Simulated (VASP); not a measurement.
# Ti (P6/mmm) in VASP: notebook, part 2 of 2

VASP 6.6.1. The steps go on from the part before.

## (3) Single point, r2SCAN (strain +0.000 along x and y, +0.050 along z)

POSCAR reads:

```
Ti
1.0
    4.5680217062      0.0000000000      0.0000000000
   -2.2840108531      3.9560228426      0.0000000000
    0.0000000000      0.0000000000      2.9657910836
Ti
3
Direct
    0.0000000000      0.0000000000      0.0000000000
    0.3333333333      0.6666666667      0.5000000000
    0.6666666667      0.3333333333      0.5000000000
```

INCAR.step1 reads:

```
ALGO     = Normal         # electronic algorithm
EDIFF    = 1E-4           # SCF threshold, eV
ENCUT    = 520            # plane-wave cutoff, eV
GGA      = PE             # functional
ISMEAR   = 0              # smearing method
LASPH    = True           # aspherical terms in the spheres
LCHARG   = False          # write CHGCAR
LREAL    = False          # projectors in reciprocal space
LWAVE    = True           # write WAVECAR
NBANDS   = 25             # bands
NELM     = 100            # most SCF steps
PREC     = Accurate       # precision mode
SIGMA    = 0.15           # smearing width, eV
```

INCAR.step2 reads:

```
ALGO     = Normal         # electronic algorithm
EDIFF    = 1E-6           # SCF threshold, eV
ENCUT    = 520            # plane-wave cutoff, eV
ISIF     = 2              # what is computed and relaxed
ISMEAR   = 0              # smearing method
ISTART   = 1            
LASPH    = True           # aspherical terms in the spheres
LCHARG   = True           # write CHGCAR
LELF     = True           # ELF
LMIXTAU  = True         
LREAL    = False          # projectors in reciprocal space
LVHAR    = True         
LWAVE    = False          # write WAVECAR
METAGGA  = R2SCAN         # meta-GGA
NBANDS   = 25             # bands
NELM     = 100            # most SCF steps
PREC     = Accurate       # precision mode
SIGMA    = 0.15           # smearing width, eV
```

KPOINTS reads:

```
k-points
0
Gamma
  12 12 16
```

Potentials or basis: VASP PAW PBE potentials, release 64 (Ti_sv).

Command:

```sh
$ cat potpaw_PBE.64/Ti_sv/POTCAR > POTCAR
$ cp INCAR.step1 INCAR
$ mpirun -np 1 vasp_std > vasp.out
$ cp INCAR.step2 INCAR
$ mpirun -np 1 vasp_std > vasp.out
```

OUTCAR:

```text
EDIFF = 1E-6
   ENCUT = 520
   ISIF = 2
   ISMEAR = 0
   ISTART = 1
   LASPH = True
   LREAL = False
   METAGGA = R2SCAN
   NELM = 100
   PREC = Accurate

 ion  position               nearest neighbor table
   1  0.000  0.000  0.000-
   2  0.333  0.667  0.500-   3 2.64   3 2.64   3 2.64
   3  0.667  0.333  0.500-   2 2.64   2 2.64   2 2.64

  LATTYP: Found a hexagonal cell.
[... 866 lines left out ...]

------------------------ aborting loop because EDIFF is reached ----------------------------------------

  FORCE on cell =-STRESS in cart. coord.  units (eV):
  Direction    XX          YY          ZZ          XY          YZ          ZX
  --------------------------------------------------------------------------------------
  -------------------------------------------------------------------------------------
  Total       -0.7021192     -0.7021192     -3.7576188      0.0000000      0.0000000      0.0000000
  in kB      -20.9891050    -20.9891050   -112.3300113      0.0000000      0.0000000      0.0000000
  external PRESSURE =     -51.4360738 kB  Pullay stress =       0.0000000 kB

 VOLUME and BASIS-vectors are now :
 -----------------------------------------------------------------------------
  energy-cutoff  :      520.00
  volume of cell :       53.60
      direct lattice vectors                 reciprocal lattice vectors
     4.568021706  0.000000000  0.000000000     0.218913145  0.126389563  0.000000000
    -2.284010853  3.956022843  0.000000000     0.000000000  0.252779127  0.000000000
     0.000000000  0.000000000  2.965791084     0.000000000  0.000000000  0.337178167

 POSITION                                       TOTAL-FORCE (eV/Angst)
 -----------------------------------------------------------------------------------
      0.00000      0.00000      0.00000         0.000000      0.000000      0.000000
     -0.00000      2.63735      1.48290        -0.000000      0.000000     -0.000000
      2.28401      1.31867      1.48290         0.000000     -0.000000      0.000000
 -----------------------------------------------------------------------------------
    total drift:                                0.000000      0.000000     -0.000000

  FREE ENERGIE OF THE ION-ELECTRON SYSTEM (eV)
  ---------------------------------------------------
  free  energy   TOTEN  =       -38.8227967145 eV

  energy  without entropy=      -38.7927079778  energy(sigma->0) =      -38.80775235
```

OSZICAR.step1:

```text
N       E                     dE             d eps       ncg     rms          rms(c)
DAV:   1     0.430137773104E+03    0.43014E+03   -0.18761E+04  8550   0.178E+03
DAV:   2     0.219915735844E+02   -0.40815E+03   -0.40164E+03  8633   0.514E+02
DAV:   3    -0.230187698816E+02   -0.45010E+02   -0.44058E+02 15904   0.147E+02
DAV:   4    -0.266028032253E+02   -0.35840E+01   -0.35642E+01 12159   0.373E+01
DAV:   5    -0.267709566283E+02   -0.16815E+00   -0.16808E+00 13420   0.688E+00    0.144E+01
DAV:   6    -0.234534933706E+02    0.33175E+01   -0.12469E+01 11029   0.333E+01    0.351E+00
DAV:   7    -0.234651207354E+02   -0.11627E-01   -0.14234E+00 12705   0.890E+00    0.281E+00
DAV:   8    -0.234583635418E+02    0.67572E-02   -0.58310E-01 13324   0.832E+00    0.243E+00
DAV:   9    -0.234761118692E+02   -0.17748E-01   -0.48493E-01 12519   0.629E+00    0.993E-01
DAV:  10    -0.234590242239E+02    0.17088E-01   -0.96524E-02 11942   0.340E+00    0.853E-02
DAV:  11    -0.234594920559E+02   -0.46783E-03   -0.67047E-03 11902   0.701E-01    0.130E-01
DAV:  12    -0.234596303370E+02   -0.13828E-03   -0.64736E-04 11303   0.210E-01    0.408E-02
DAV:  13    -0.234596059868E+02    0.24350E-04   -0.11934E-04  6363   0.104E-01
   1 F= -.23459606E+02 E0= -.23442311E+02  d E =-.345890E-01
```

Run time: 21 min. Hardware: 1 thread of Oxide Virtual Turin-like, shared host; peak memory 0.27 GiB.

Results:

```
Free energy            : -38.8228 eV
Pressure               : -5.1 GPa
Band gap on the k mesh : zero (bands 18 and 19 overlap by 0.43 eV)
```

Levels at points of the mesh, in eV from the Fermi level:
| k point | band 15 | band 16 | band 17 | band 18 | band 19 | band 20 | band 21 | band 22 |
| --- | --- | --- | --- | --- | --- | --- | --- | --- |
| (0.00, 0.00, 0.00) | -0.73 | -0.73 | -0.71 | -0.71 | 0.25 | 1.03 | 1.39 | 1.39 |
| (0.50, 0.00, 0.00) | -2.66 | -0.41 | -0.25 | -0.21 | 0.19 | 0.72 | 0.81 | 1.01 |
| (0.00, 0.00, 0.50) | -2.06 | -2.06 | -1.71 | -1.71 | 1.22 | 1.22 | 1.24 | 1.24 |
| (0.50, 0.00, 0.50) | -1.66 | -1.21 | -0.98 | -0.94 | 0.47 | 0.65 | 0.78 | 1.01 |

Caveat: the cell differs from its parent crystal (strain +0.000 along x and y, +0.050 along z); the stress differs along the axes, from -11 to -2 GPa; the PAW data sets were made with another functional, which shifts forces and pressure a little.

## (4) Single point, r2SCAN (strain +0.025 along x and y, +0.000 along z)

POSCAR reads:

```
Ti
1.0
    4.6822222489      0.0000000000      0.0000000000
   -2.3411111244      4.0549234137      0.0000000000
    0.0000000000      0.0000000000      2.8245629368
Ti
3
Direct
    0.0000000000      0.0000000000      0.0000000000
    0.3333333333      0.6666666667      0.5000000000
    0.6666666667      0.3333333333      0.5000000000
```

INCAR.step1 reads:

```
PREC = Accurate ; ENCUT = 520
ISMEAR = 0 ; SIGMA = 0.15
LREAL = False ; LASPH = True
NELM = 100 ; NBANDS = 25
GGA = PE ; ALGO = Normal
EDIFF = 1E-4 ; LWAVE = True
LCHARG = False
```

INCAR.step2 reads:

```
PREC = Accurate ; ENCUT = 520
EDIFF = 1E-6 ; ISMEAR = 0
SIGMA = 0.15 ; LREAL = False
LASPH = True ; NELM = 100
ALGO = Normal ; ISIF = 2
LWAVE = False ; LCHARG = False
METAGGA = R2SCAN ; LMIXTAU = True
NBANDS = 25 ; ISTART = 1
```

KPOINTS reads:

```
regular mesh
0
Gamma
  12 12 16
```

Potentials or basis: VASP PAW PBE potentials, release 64 (Ti_sv).

Command:

```sh
$ cat potpaw_PBE.64/Ti_sv/POTCAR > POTCAR
$ cp INCAR.step1 INCAR
$ mpirun -np 1 vasp_std > vasp.out
$ cp INCAR.step2 INCAR
$ mpirun -np 1 vasp_std > vasp.out
```

OUTCAR:

```text
PREC = Accurate
   ENCUT = 520
   EDIFF = 1E-6
   ISMEAR = 0
   LREAL = False
   LASPH = True
   NELM = 100
   ISIF = 2
   METAGGA = R2SCAN
   ISTART = 1

 ion  position               nearest neighbor table
   1  0.000  0.000  0.000-
   2  0.333  0.667  0.500-   3 2.70   3 2.70   3 2.70
   3  0.667  0.333  0.500-   2 2.70   2 2.70   2 2.70

  LATTYP: Found a hexagonal cell.
 ALAT       =     4.6822222489
[... 867 lines left out ...]

  FORCE on cell =-STRESS in cart. coord.  units (eV):
  Direction    XX          YY          ZZ          XY          YZ          ZX
  --------------------------------------------------------------------------------------
  -------------------------------------------------------------------------------------
  Total       -2.1391813     -2.1391813     -0.6230815     -0.0000000      0.0000000      0.0000000
  in kB      -63.9105047    -63.9105047    -18.6152769     -0.0000000      0.0000000      0.0000000
  external PRESSURE =     -48.8120954 kB  Pullay stress =       0.0000000 kB

 VOLUME and BASIS-vectors are now :
 -----------------------------------------------------------------------------
  energy-cutoff  :      520.00
  volume of cell :       53.63
      direct lattice vectors                 reciprocal lattice vectors
     4.682222249  0.000000000  0.000000000     0.213573800  0.123306891  0.000000000
    -2.341111124  4.054923414  0.000000000     0.000000000  0.246613782  0.000000000
     0.000000000  0.000000000  2.824562937     0.000000000  0.000000000  0.354037075

 POSITION                                       TOTAL-FORCE (eV/Angst)
 -----------------------------------------------------------------------------------
      0.00000      0.00000      0.00000        -0.000000      0.000000     -0.000000
     -0.00000      2.70328      1.41228        -0.000000     -0.000000      0.000000
      2.34111      1.35164      1.41228         0.000000      0.000000     -0.000000
 -----------------------------------------------------------------------------------
    total drift:                                0.000000      0.000000     -0.000000

  FREE ENERGIE OF THE ION-ELECTRON SYSTEM (eV)
  ---------------------------------------------------
  free  energy   TOTEN  =       -38.8633607649 eV

  energy  without entropy=      -38.8389120212  energy(sigma->0) =      -38.85113639
```

OSZICAR.step1:

```text
N       E                     dE             d eps       ncg     rms          rms(c)
DAV:   1     0.430480372711E+03    0.43048E+03   -0.18660E+04  8550   0.178E+03
DAV:   2     0.221340434807E+02   -0.40835E+03   -0.40191E+03  8610   0.515E+02
DAV:   3    -0.231016078486E+02   -0.45236E+02   -0.44207E+02 15801   0.147E+02
DAV:   4    -0.266739434298E+02   -0.35723E+01   -0.35477E+01 11710   0.373E+01
DAV:   5    -0.268857949290E+02   -0.21185E+00   -0.21177E+00 13392   0.760E+00    0.143E+01
DAV:   6    -0.234847667902E+02    0.34010E+01   -0.12703E+01 10350   0.328E+01    0.345E+00
DAV:   7    -0.235327940616E+02   -0.48027E-01   -0.17194E+00 13747   0.111E+01    0.342E+00
DAV:   8    -0.234817979130E+02    0.50996E-01   -0.73446E-01 12709   0.558E+00    0.240E+00
DAV:   9    -0.235073727272E+02   -0.25575E-01   -0.26885E-01 11260   0.561E+00    0.880E-01
DAV:  10    -0.234935847564E+02    0.13788E-01   -0.78723E-02 11707   0.251E+00    0.122E-01
DAV:  11    -0.234941323927E+02   -0.54764E-03   -0.52836E-03 12898   0.516E-01    0.102E-01
DAV:  12    -0.234942023226E+02   -0.69930E-04   -0.37114E-04  9643   0.155E-01
   1 F= -.23494202E+02 E0= -.23478311E+02  d E =-.317834E-01
```

Run time: 12 min. Hardware: 1 thread of Oxide Virtual Turin-like, shared host; peak memory 0.27 GiB.

Results:

```
Free energy            : -38.8634 eV
Pressure               : -4.9 GPa
Band gap on the k mesh : zero (bands 18 and 19 overlap by 0.23 eV)
```

Levels at points of the mesh, in eV from the Fermi level:
| k point | band 15 | band 16 | band 17 | band 18 | band 19 | band 20 | band 21 | band 22 |
| --- | --- | --- | --- | --- | --- | --- | --- | --- |
| (0.00, 0.00, 0.00) | -0.78 | -0.78 | -0.76 | -0.76 | -0.10 | 0.68 | 1.39 | 1.39 |
| (0.50, 0.00, 0.00) | -2.61 | -0.34 | -0.33 | -0.33 | 0.10 | 0.52 | 0.71 | 1.35 |
| (0.00, 0.00, 0.50) | -2.00 | -1.81 | -1.62 | -1.62 | 1.05 | 1.05 | 1.38 | 1.38 |
| (0.50, 0.00, 0.50) | -1.68 | -1.15 | -0.77 | -0.56 | 0.48 | 0.88 | 0.97 | 1.14 |

Caveat: the cell differs from its parent crystal (strain +0.025 along x and y, +0.000 along z); the cell stands under tension; the PAW data sets were made with another functional, which shifts forces and pressure a little.

## (5) The runs side by side

```tsv
cell	gap on the mesh (eV)	pressure (GPa)
a = 4.796, b = 4.796, c = 2.683 Å, angles 90.0, 90.0, 120.0°, 3 atoms	none	-3.8
a = 4.568, b = 4.568, c = 2.966 Å, angles 90.0, 90.0, 120.0°, 3 atoms	none	-5.1
a = 4.682, b = 4.682, c = 2.825 Å, angles 90.0, 90.0, 120.0°, 3 atoms	none	-4.9
```

Alike in all rows: task single point; level r2SCAN; potentials or basis VASP PAW PBE potentials, release 64 (Ti_sv); no spin polarisation; k mesh 12 × 12 × 16; cutoff (eV) 520; smearing gaussian 0.15 eV.

Caveats: the PAW data sets were made with another functional, which shifts forces and pressure a little; the stress differs along the axes, from -9 to 7 GPa (at least some runs); the stress differs along the axes, from -11 to -2 GPa (at least some runs); the cell stands under tension (at least some runs).

Total energies depend on the potentials used, so only differences within one code and one set of settings carry meaning.
